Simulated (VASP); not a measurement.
# KF (Fmmm) in VASP: a series of runs, part 2 of 2

VASP 6.6.1. The steps go on from the part before.

### Step 3. Single point, PBE (strain +0.0125 x Voigt [1, -1, 0, 0, 0, 0])

Contents of INCAR:

```
SYSTEM = KF
ALGO = Normal
EDIFF = 1E-6
ENCUT = 520
GGA = PE
ISIF = 2
ISMEAR = 0
LASPH = .TRUE.
LCHARG = .TRUE.
LELF = .TRUE.
LREAL = .FALSE.
LVHAR = .TRUE.
LWAVE = .FALSE.
NBANDS = 15
NELM = 60
PREC = Accurate
SIGMA = 0.05
```

Contents of KPOINTS:

```
k-points
0
G
  8 8 8
  0 0 0
```

Contents of POSCAR:

```
KF
1.0
    0.0000000000      2.6400812500      2.6735000000
    2.7069187500      0.0000000000      2.6735000000
    2.7069187500      2.6400812500      0.0000000000
K F
1 1
Direct
    0.0000000000      0.0000000000      0.0000000000
    0.5000000000      0.5000000000      0.5000000000
```

Potentials or basis: VASP PAW PBE potentials, release 64 (K_sv, F).

The run is started by

```
$ cat potpaw_PBE.64/K_sv/POTCAR potpaw_PBE.64/F/POTCAR > POTCAR
$ mpirun -np 1 vasp_std > vasp.out
```

OUTCAR:

```text
SYSTEM = KF
   EDIFF = 1E-6
   ENCUT = 520
   GGA = PE
   ISIF = 2
   ISMEAR = 0
   LASPH = .TRUE.
   LREAL = .FALSE.
   NELM = 60
   PREC = Accurate

 ion  position               nearest neighbor table
   1  0.000  0.000  0.000-   2 2.64   2 2.64   2 2.67   2 2.67   2 2.71   2 2.71
   2  0.500  0.500  0.500-   1 2.64   1 2.64   1 2.67   1 2.67   1 2.71   1 2.71

  LATTYP: Found a face centered orthorhombic cell.
 ALAT       =     5.2801625000
 B/A-ratio  =     1.0126582278
 C/A-ratio  =     1.0253164557

[... 622 lines left out ...]

  FORCE on cell =-STRESS in cart. coord.  units (eV):
  Direction    XX          YY          ZZ          XY          YZ          ZX
  --------------------------------------------------------------------------------------
  -------------------------------------------------------------------------------------
  Total        0.1624314      0.5151718      0.3254581      0.0000000     -0.0000000      0.0000000
  in kB        6.8104807     21.6003072     13.6459256      0.0000000     -0.0000000      0.0000000
  external PRESSURE =      14.0189045 kB  Pullay stress =       0.0000000 kB

 VOLUME and BASIS-vectors are now :
 -----------------------------------------------------------------------------
  energy-cutoff  :      520.00
  volume of cell :       38.21
      direct lattice vectors                 reciprocal lattice vectors
     0.000000000  2.640081250  2.673500000    -0.184711861  0.189388111  0.187020759
     2.706918750  0.000000000  2.673500000     0.184711861 -0.189388111  0.187020759
     2.706918750  2.640081250  0.000000000     0.184711861  0.189388111 -0.187020759

 POSITION                                       TOTAL-FORCE (eV/Angst)
 -----------------------------------------------------------------------------------
      0.00000      0.00000      0.00000        -0.000000      0.000000      0.000000
      2.70692      2.64008      2.67350         0.000000      0.000000      0.000000
 -----------------------------------------------------------------------------------
    total drift:                                0.000000      0.000000      0.000000

  FREE ENERGIE OF THE ION-ELECTRON SYSTEM (eV)
  ---------------------------------------------------
  free  energy   TOTEN  =        -8.2885471244 eV

  energy  without entropy=       -8.2885471244  energy(sigma->0) =       -8.28854712
```

stdout:

```text
POSCAR found type information on POSCAR K F
 POSCAR found :  2 types and       2 ions
 scaLAPACK will be used
 LDA part: xc-table for (Slater+PW92), standard interpolation
 POSCAR, INCAR and KPOINTS ok, starting setup
 FFT: planning ... GRIDC
 FFT: planning ... GRID_SOFT
 FFT: planning ... GRID
 WAVECAR not read
 entering main loop
```

Run time: 1.7 min. Hardware: 1 thread of Intel Xeon 8259CL, shared host; peak memory 0.19 GiB.

Results:

| Quantity | Value |
| --- | --- |
| Free energy | -8.2885 eV |
| Pressure | 1.4 GPa |
| Band gap on the k mesh | 6.13 eV |

Caveat: the cell differs from its parent crystal (strain +0.0125 x Voigt [1, -1, 0, 0, 0, 0]). A k mesh can miss the band edges.

### Step 4. Single point, PBE (strain +0.0075 x Voigt [1, -1, 0, 0, 0, 0])

Contents of INCAR:

```
  PREC = Accurate
  ENCUT = 520
  EDIFF = 1E-6
  ISMEAR = 0
  SIGMA = 0.05
  LREAL = False
  LASPH = True
  NELM = 100
  ALGO = Normal
  ISIF = 2
  LWAVE = False
  LCHARG = False
  GGA = PE
  NBANDS = 15
```

Contents of KPOINTS:

```
Automatic mesh
0
Gamma
  8 8 8
```

Contents of POSCAR:

```
KF
1.0
    0.0000000000      2.6534487500      2.6735000000
    2.6935512500      0.0000000000      2.6735000000
    2.6935512500      2.6534487500      0.0000000000
K F
1 1
Direct
    0.0000000000      0.0000000000      0.0000000000
    0.5000000000      0.5000000000      0.5000000000
```

The run is started by

```
$ cat potpaw_PBE.64/K_sv/POTCAR potpaw_PBE.64/F/POTCAR > POTCAR
$ mpirun -np 1 vasp_std > vasp.out
```

Wall time 93 s (1 thread of Intel Xeon 8259CL, shared host); peak memory 0.19 GiB.

It converged, with:

```
Free energy            : -8.2900 eV
Pressure               : 1.4 GPa
Band gap on the k mesh : 6.14 eV
```

Stress tensor (GPa, compression positive):
```
0.94 0.00 0.00
0.00 1.82 0.00
0.00 0.00 1.36
```

Levels at points of the mesh, in eV from the valence-band top:
| k point | band 4 | band 5 | band 6 | band 7 | band 8 | band 9 | band 10 | band 11 | band 12 | band 13 |
| --- | --- | --- | --- | --- | --- | --- | --- | --- | --- | --- |
| (0.00, 0.00, 0.00) | -9.40 | -9.40 | -0.02 | -0.01 | 0.00 | 6.14 | 10.62 | 10.66 | 10.71 | 12.27 |
| (0.50, 0.00, 0.00) | -9.45 | -9.43 | -0.80 | -0.36 | -0.36 | 9.05 | 10.58 | 12.01 | 12.09 | 14.27 |
| (0.50, 0.50, 0.00) | -9.62 | -9.61 | -0.23 | -0.08 | -0.06 | 8.19 | 10.28 | 11.79 | 13.59 | 14.15 |
| (0.50, 0.00, 0.50) | -9.63 | -9.62 | -0.21 | -0.08 | -0.07 | 8.16 | 10.29 | 11.86 | 13.59 | 14.18 |
| (0.00, 0.50, 0.50) | -9.61 | -9.60 | -0.24 | -0.07 | -0.06 | 8.22 | 10.28 | 11.72 | 13.60 | 14.17 |

Caveat: the cell differs from its parent crystal (strain +0.0075 x Voigt [1, -1, 0, 0, 0, 0]). A k mesh can miss the band edges.

### Step 5. Single point, PBE (strain +0.0025 x Voigt [1, -1, 0, 0, 0, 0])

Contents of INCAR:

```
SYSTEM = KF
  ALGO = Normal
  EDIFF = 1E-7
  ENCUT = 520
  GGA = PE
  ISIF = 2
  ISMEAR = 0
  LASPH = .True.
  LCHARG = .True.
  LELF = .True.
  LREAL = .False.
  LVHAR = .True.
  LWAVE = .False.
  NBANDS = 15
  NELM = 100
  PREC = Accurate
  SIGMA = 0.05
```

Contents of KPOINTS:

```
k-points
0
Gamma
  8 8 8
  0 0 0
```

Contents of POSCAR:

```
KF
1.0
    0.0000000000      2.6668162500      2.6735000000
    2.6801837500      0.0000000000      2.6735000000
    2.6801837500      2.6668162500      0.0000000000
K F
1 1
Direct
    0.0000000000      0.0000000000      0.0000000000
    0.5000000000      0.5000000000      0.5000000000
```

The run is started by

```
$ cat potpaw_PBE.64/K_sv/POTCAR potpaw_PBE.64/F/POTCAR > POTCAR
$ mpirun -np 1 vasp_std > vasp.out
```

Wall time 1.7 min (1 thread of Intel Xeon 8259CL, shared host); peak memory 0.19 GiB.

It converged, with:

| Item | Value |
| --- | --- |
| Free energy | -8.2907 eV |
| Pressure | 1.4 GPa |
| Band gap on the k mesh | 6.15 eV |

Stress tensor (GPa, compression positive):
```
1.21 0.00 0.00
0.00 1.51 0.00
0.00 0.00 1.36
```

Levels at points of the mesh, in eV from the valence-band top:
```csv
k point,band 6,band 7,band 8,band 9,band 10,band 11
"(0.00, 0.00, 0.00)",-0.01,0.00,0.00,6.15,10.66,10.67
"(0.50, 0.00, 0.00)",-0.79,-0.35,-0.35,9.06,10.59,12.05
"(0.50, 0.50, 0.00)",-0.22,-0.07,-0.06,8.20,10.29,11.79
"(0.50, 0.00, 0.50)",-0.21,-0.07,-0.06,8.19,10.29,11.82
"(0.00, 0.50, 0.50)",-0.22,-0.06,-0.06,8.20,10.29,11.77
```

Caveat: the cell differs from its parent crystal (strain +0.0025 x Voigt [1, -1, 0, 0, 0, 0]). A k mesh can miss the band edges.

### Step 6. Summary

```csv
cell,gap on the mesh (eV),pressure (GPa)
"a = 3.748, b = 3.814, c = 3.781 Å, angles 59.1, 60.9, 60.0°, 2 atoms",6.13,1.4
"a = 3.757, b = 3.805, c = 3.781 Å, angles 59.4, 60.6, 60.0°, 2 atoms",6.13,1.4
"a = 3.767, b = 3.795, c = 3.781 Å, angles 59.6, 60.4, 60.0°, 2 atoms",6.14,1.4
"a = 3.776, b = 3.786, c = 3.781 Å, angles 59.9, 60.1, 60.0°, 2 atoms",6.15,1.4
```

Alike in all rows: task single point; level PBE; potentials or basis VASP PAW PBE potentials, release 64 (K_sv, F); no spin polarisation; k mesh 8 × 8 × 8; cutoff (eV) 520; smearing gaussian 0.05 eV.

Total energies depend on the potentials used, so only differences within one code and one set of settings carry meaning.
